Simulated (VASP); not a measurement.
# Al3Ni2 (P-3m1) in VASP: relaxation of the atoms with PBEsol

Aim: the relaxation of the atoms of Al3Ni2 with PBEsol.

Everything below comes from runs of VASP 6.6.1. Logs are shortened: lines on timing, memory, paths and dates and some standing lists are left out, and cuts for length are marked.

## 1. The cell of the first run

It takes space group P-3m1 (No. 164, trigonal). The conventional cell has a = 4.043 Å, b = 4.043 Å, c = 4.908 Å, α = 90.00°, β = 90.00°, γ = 120.00°. Al (site symmetry -3m) has 6 Ni at 2.44 Å and 6 Al at 2.90 Å within 3.2 Å. Within 3.2 Å of Al (site symmetry 3m) lie 5 Ni at 2.44 to 2.55 Å and 6 Al at 2.75 to 2.90 Å. Within 3.2 Å of Ni (site symmetry 3m) lie 8 Al at 2.44 to 2.55 Å and 3 Ni at 2.74 Å.

## 2. Relaxation of the atoms, PBEsol (equal strain along all axes, cell held: +1.0 %)

Input file INCAR:

```
PREC = Accurate
ENCUT = 520
EDIFF = 1E-6
ISMEAR = 0
SIGMA = 0.1
LREAL = F
LASPH = T
NELM = 80
ALGO = Fast
ISIF = 2
LWAVE = F
LCHARG = F
GGA = PS
IBRION = 2
NSW = 60
EDIFFG = -0.008
```

Input file KPOINTS:

```
Automatic mesh
0
Gamma
  12 12 8
```

Input file POSCAR:

```
Al3Ni2
1.0
    4.0431710412      0.0000000000      0.0000000000
   -2.0215855206      3.5014888336      0.0000000000
    0.0000000000      0.0000000000      4.9080592600
Al Ni
3 2
Direct
    0.0000000000      0.0000000000      0.0000000000
    0.3333333333      0.6666666667      0.6477829058
    0.6666666667      0.3333333333      0.3522170942
    0.3333333333      0.6666666667      0.1455709069
    0.6666666667      0.3333333333      0.8544290931
```

Potentials or basis: VASP PAW PBE potentials, release 64 (Al, Ni).

Command:

```bash
$ cat potpaw_PBE.64/Al/POTCAR potpaw_PBE.64/Ni/POTCAR > POTCAR
$ mpirun -np 1 vasp_std > vasp.out
```

OUTCAR:

```text
PREC = Accurate
   ENCUT = 520
   EDIFF = 1E-6
   ISMEAR = 0
   LREAL = F
   LASPH = T
   NELM = 80
   ISIF = 2
   GGA = PS
   IBRION = 2
   NSW = 60
   EDIFFG = -0.008

 ion  position               nearest neighbor table
   1  0.000  0.000  0.000-   4 2.44   5 2.44   5 2.44   4 2.44   5 2.44   4 2.44   2 2.90   3 2.90
                             2 2.90   3 2.90   3 2.90   2 2.90
   2  0.333  0.667  0.648-   4 2.44   4 2.46   5 2.55   5 2.55   5 2.55   3 2.75   3 2.75   3 2.75
                             1 2.90   1 2.90   1 2.90
   3  0.667  0.333  0.352-   5 2.44   5 2.46   4 2.55   4 2.55   4 2.55   2 2.75   2 2.75   2 2.75
                             1 2.90   1 2.90   1 2.90
   4  0.333  0.667  0.146-   1 2.44   1 2.44   1 2.44   2 2.44   2 2.46   3 2.55   3 2.55   3 2.55
                             5 2.74   5 2.74   5 2.74
   5  0.667  0.333  0.854-   1 2.44   1 2.44   1 2.44   3 2.44   3 2.46   2 2.55   2 2.55   2 2.55
                             4 2.74   4 2.74   4 2.74

  LATTYP: Found a hexagonal cell.
 ALAT       =     4.0431710412
 C/A-ratio  =     1.2139133393

  Lattice vectors:

 A1 = (   4.0431710412,   0.0000000000,   0.0000000000)
 A2 = (  -2.0215855206,   3.5014888336,   0.0000000000)
 A3 = (   0.0000000000,   0.0000000000,   4.9080592600)

Analysis of symmetry for initial positions (statically):
=====================================================================
 Subroutine PRICEL returns:
 Original cell was already a primitive cell.

 Routine SETGRP: Setting up the symmetry group for a
 hexagonal supercell.

 Subroutine GETGRP returns: Found 12 space group operations
 (whereof 12 operations were pure point group operations)
 out of a pool of 24 trial point group operations.

The static configuration has the point symmetry D_3d.

Analysis of symmetry for dynamics (positions and initial velocities):
=====================================================================
 Subroutine PRICEL returns:
 Original cell was already a primitive cell.

 Routine SETGRP: Setting up the symmetry group for a
 hexagonal supercell.

 Subroutine GETGRP returns: Found 12 space group operations
 (whereof 12 operations were pure point group operations)
 out of a pool of 24 trial point group operations.

The dynamic configuration has the point symmetry D_3d.

 Subroutine INISYM returns: Found 12 space group operations
 (whereof 12 operations are pure point group operations),
 and found     1 'primitive' translations

----------------------------------------------------------------------------------------

                                     Primitive cell

  volume of cell :      69.4840

  direct lattice vectors                    reciprocal lattice vectors
     4.043171041  0.000000000  0.000000000     0.247330620  0.142796400  0.000000000
    -2.021585521  3.501488834  0.000000000     0.000000000  0.285592800  0.000000000
     0.000000000  0.000000000  4.908059260     0.000000000  0.000000000  0.203746521

  length of vectors
     4.043171041  4.043171041  4.908059260     0.285592800  0.285592800  0.203746521

  position of ions in fractional coordinates (direct lattice)
     0.000000000  0.000000000  0.000000000
     0.333333333  0.666666667  0.647782906
     0.666666667  0.333333333  0.352217094
     0.333333333  0.666666667  0.145570907
     0.666666667  0.333333333  0.854429093

  ion indices of the primitive-cell ions
   primitive index   ion index
                 1           1
                 2           2
                 3           3
                 4           4
                 5           5

----------------------------------------------------------------------------------------

 KPOINTS: Automatic mesh

Automatic generation of k-mesh.
 Grid dimensions read from file:
 generate k-points for:   12   12    8

 Generating k-lattice:

  Cartesian coordinates                     Fractional coordinates (reciprocal lattice)
     0.020610885  0.011899700  0.000000000     0.083333333  0.000000000  0.000000000
     0.000000000  0.023799400  0.000000000     0.000000000  0.083333333  0.000000000
     0.000000000  0.000000000  0.025468315     0.000000000  0.000000000  0.125000000

  Length of vectors
     0.023799400  0.023799400  0.025468315

  Shift w.r.t. Gamma in fractional coordinates (k-lattice)
     0.000000000  0.000000000  0.000000000

 Subroutine IBZKPT returns following result:
 ===========================================

 Found    131 irreducible k-points:

 Following reciprocal coordinates:
            Coordinates               Weight
  0.000000  0.000000  0.000000      1.000000
  0.083333 -0.000000  0.000000      6.000000
  0.166667  0.000000  0.000000      6.000000
  0.250000  0.000000  0.000000      6.000000
  0.333333 -0.000000  0.000000      6.000000
  0.416667 -0.000000  0.000000      6.000000
[... 16 lines left out ...]
  0.166667  0.000000  0.125000      6.000000
  0.000000  0.166667  0.125000      6.000000
 [... further k-points ...]
   k-points           NKPTS =    131   k-points in BZ     NKDIM =    131   number of bands    NBANDS=     18
   number of dos      NEDOS =    301   number of ions     NIONS =      5
   total plane-waves  NPLWV =  36000
   dimension x,y,z NGX =    30 NGY =   30 NGZ =   40
   dimension x,y,z NGXF=    60 NGYF=   60 NGZF=   80
   ions per type =               3   2
   NGX,Y,Z   is equivalent  to a cutoff of  12.34, 12.34, 13.55 a.u.
   NGXF,Y,Z  is equivalent  to a cutoff of  24.67, 24.67, 27.10 a.u.
 SYSTEM =  unknown system
   PREC   = accura    normal or accurate (medium, high low for compatibility)
   ISTART =      0    job   : 0-new  1-cont  2-samecut
   ICHARG =      2    charge: 1-file 2-atom 10-const
   ISPIN  =      1    spin polarized calculation?
   LNONCOLLINEAR =      F non collinear calculations
   LSORBIT =      F    spin-orbit coupling
   LASPH  =      T    aspherical Exc in radial PAW
   ENCUT  =  520.0 eV  38.22 Ry    6.18 a.u.   7.52  7.52  9.13*2*pi/ulx,y,z
   NELM   =     80;   NELMIN=  2; NELMDL= -5     # of ELM steps
   EDIFF  = 0.1E-05   stopping-criterion for ELM
   LREAL  =      F    real-space projection
   EDIFFG = -.8E-02   stopping-criterion for IOM
   NSW    =     60    number of steps for IOM
   IBRION =      2    ionic relax: 0-MD 1-quasi-New 2-CG
   NFREE  =      1    steps in history (QN), initial steepest desc. (CG)
   ISIF   =      2    stress and relaxation
   ISYM   =      2    0-nonsym 1-usesym 2-fastsym
   POTIM  = 0.5000    time-step for ionic-motion
   TEBEG  =    0.0;   TEEND  =   0.0 temperature during run
   PSTRESS=    0.0 pullay stress
   NELECT =      29.0000    total number of electrons
   NUPDOWN=      -1.0000    fix difference up-down
   EMIN   =  10.00;   EMAX   =-10.00  energy-range for DOS
   EFERMI =   0.00;   METHOD = LEGACY
   ISMEAR =     0;   SIGMA  =   0.10  broadening in eV -4-tet -1-fermi 0-gaus
   EFERMI_NEDOS =   21; number of points for ismear=-14 and -15
   IALGO  =     68    algorithm
   IMIX   =      4    mixing-type and parameters
     AMIX     =   0.40;   BMIX     =  1.00
     AMIX_MAG =   1.60;   BMIX_MAG =  1.00
  volume/ion in A,a.u.               =      13.90        93.78
  Fermi-wavevector in a.u.,A,eV,Ry     =   1.223430  2.311948 20.364956  1.496782
  Thomas-Fermi vector in A             =   2.358542
   LORBIT       =      0    0 simple, 1 ext, 2 COOP (PROOUT), +10 PAW based schemes
   GGA     = PS    functional components
   LHFCALC =     F    Hartree Fock is set to
   AEXX    =    0.0000 exact exchange contribution
   IVDW    =     0    specifies the selected vdW correction
   LEPSILON=     F    determine dielectric tensor
   LRPA    =     F    only Hartree local field effects (RPA)
 conjugate gradient relaxation of ions
 non-spin polarized calculation
 RMM-DIIS sequential band-by-band and
 Gauss-broadening in eV      SIGMA  =   0.10
  energy-cutoff  :      520.00
  volume of cell :       69.48
 maximum number of plane-waves:      1893
   NGX = 15   NGY = 15   NGZ = 19

--------------------------------------- Ionic step        1  -------------------------------------------

 number of electron      28.9999975 magnetization

 Free energy of the ion-electron system (eV)
  ---------------------------------------------------
  ext. energy  EPLUGINS =         0.00000000
  ---------------------------------------------------
  free energy    TOTEN  =       -27.64397471 eV

  energy without entropy =      -27.63714674  energy(sigma->0) =      -27.64056072

------------------------ aborting loop because EDIFF is reached ----------------------------------------

  FORCE on cell =-STRESS in cart. coord.  units (eV):
  Direction    XX          YY          ZZ          XY          YZ          ZX
  --------------------------------------------------------------------------------------
  -------------------------------------------------------------------------------------
  Total       -1.7006742     -1.7006742     -1.7714308      0.0000000      0.0000000      0.0000000
  in kB      -39.2145333    -39.2145333    -40.8460546      0.0000000      0.0000000      0.0000000
  external PRESSURE =     -39.7583737 kB  Pullay stress =       0.0000000 kB
[... 63 lines left out ...]
  energy  without entropy=      -27.6373615377  energy(sigma->0) =      -27.64075641

--------------------------------------- Ionic step        3  -------------------------------------------

 number of electron      28.9999974 magnetization

 Free energy of the ion-electron system (eV)
  ---------------------------------------------------
  ext. energy  EPLUGINS =         0.00000000
  ---------------------------------------------------
  free energy    TOTEN  =       -27.64416719 eV

  energy without entropy =      -27.63739103  energy(sigma->0) =      -27.64077911

 E-fermi :   8.1587     XC(G=0): -11.2297

 val. band max:        8.1506082894   @ k =   0.1667   0.0833   0.2500
 cond. band min:       8.1589820043   @ k =   0.1667   0.0833   0.5000
 fundamental gap:      0.0083737149
 Fermi energy:         8.1586980061

 k-point     1 :       0.0000    0.0000    0.0000
  band No.  band energies     occupation
      1      -2.2145      2.00000
      2       3.0501      2.00000
      3       3.4161      2.00000
      4       4.6985      2.00000
      5       4.6985      2.00000
      6       5.2708      2.00000
[... 10 lines left out ...]
     17      11.2527      0.00000
     18      12.3689      0.00000
[... 466 lines left out ...]
      2       2.4823      2.00000
      3       3.9844      2.00000
      4       4.5009      2.00000
      5       4.7955      2.00000
      6       5.1247      2.00000
[... 10 lines left out ...]
     17      12.0267      0.00000
     18      12.3207      0.00000

 [... further k-points ...]

------------------------ aborting loop because EDIFF is reached ----------------------------------------

  FORCE on cell =-STRESS in cart. coord.  units (eV):
  Direction    XX          YY          ZZ          XY          YZ          ZX
  --------------------------------------------------------------------------------------
  -------------------------------------------------------------------------------------
  Total       -1.6631541     -1.6631541     -1.7259657      0.0000000      0.0000000      0.0000000
  in kB      -38.3493857    -38.3493857    -39.7977109      0.0000000      0.0000000      0.0000000
  external PRESSURE =     -38.8321607 kB  Pullay stress =       0.0000000 kB
[... 20 lines left out ...]
  FREE ENERGIE OF THE ION-ELECTRON SYSTEM (eV)
  ---------------------------------------------------
  free  energy   TOTEN  =       -27.6441671922 eV

  energy  without entropy=      -27.6373910292  energy(sigma->0) =      -27.64077911

 reached required accuracy - stopping structural energy minimisation
```

It took 3.9 min on 1 thread of Oxide Virtual Turin-like, shared host; peak memory 0.27 GiB.

What came out:

```
Free energy                  : -27.6442 eV
Energy gained by relaxing    : 0.0 meV/atom
Ionic steps                  : 3
Pressure after relaxing      : -3.9 GPa
Largest force after relaxing : 0.006 eV/Å
Band gap on the k mesh       : zero (an odd number of electrons rules out a gap without spin polarisation)
```

Forces in eV/Å, atoms in the order of the input:
```
Al   0.000  0.000  0.000
Al   0.000  0.000  0.003
Al   0.000  0.000 -0.003
Ni   0.000  0.000  0.006
Ni   0.000  0.000 -0.006
```

The path:
```
step  energy change (eV)  largest force (eV/Å)  pressure (GPa)
   1              0.0000                0.0480           -3.98
   2             -0.0002                0.0154           -3.83
   3             -0.0002                0.0057           -3.88
```

Final structure:
```yaml
crystal:
  lattice:
    - [4.04317, 0.00000, 0.00000]
    - [-2.02159, 3.50149, 0.00000]
    - [0.00000, 0.00000, 4.90806]
  atoms:
    - { symbol: Al, position: [0.00000, 0.00000, 0.00000] }
    - { symbol: Al, position: [0.33333, 0.66667, 0.64843] }
    - { symbol: Al, position: [0.66667, 0.33333, 0.35157] }
    - { symbol: Ni, position: [0.33333, 0.66667, 0.14526] }
    - { symbol: Ni, position: [0.66667, 0.33333, 0.85474] }
```

Caveat: the cell differs from its parent crystal (equal strain along all axes, cell held: +1.0 %); the PAW data sets were made with another functional, which shifts forces and pressure a little. Spin polarisation is off, so any magnetic state and its effect on volume and gap are missing.
